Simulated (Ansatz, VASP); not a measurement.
## One calculation of ScSi2O3, two programs

```
CELL_PARAMETERS angstrom
2.48763 1.43624 3.68911
-2.48763 1.43624 3.68911
0.00000 -2.87247 3.68911
ATOMIC_POSITIONS crystal
Sc 0.00000 0.00000 0.00000
Si 0.74356 0.74356 0.74356
Si 0.25644 0.25644 0.25644
O 0.00000 0.50000 0.00000
O 0.50000 0.00000 0.00000
O 0.00000 0.00000 0.50000
```

Change from the starting cell: species swapped into the Sm2GeRu3 type (R-3m, No. 166).

Alike in both runs: functional PBE; k mesh 12 × 12 × 12; occupations gaussian, width 0.1 eV; no spin polarisation.

Ansatz relaxed the structure, and its values are those at the end. VASP's run is a single point on that final structure, the one shown.

|  | VASP | Ansatz |
| --- | --- | --- |
| version | VASP 6.6.1 | Ansatz 0.2.0 |
| potentials or method | VASP PAW PBE potentials, release 64 (Sc_sv, Si, O), cutoff 520 eV | scalar-relativistic, plane waves, PAW |
| valence electrons in the cell | 37 | 37 |

|  | VASP | Ansatz | Ansatz less VASP |
| --- | --- | --- | --- |
| gap on the k mesh at the Fermi level (eV) | none | none | - |
| pressure (GPa) | 0.3 | 0.0 | -0.25 |
| rms of the force components (eV/Å) | 0.006 | 0.000 | -0.0059 |

A gap of «none» marks a metal or a gap that the smearing closes. The functional is the same, so the differences come from potentials, cutoffs and numerics.
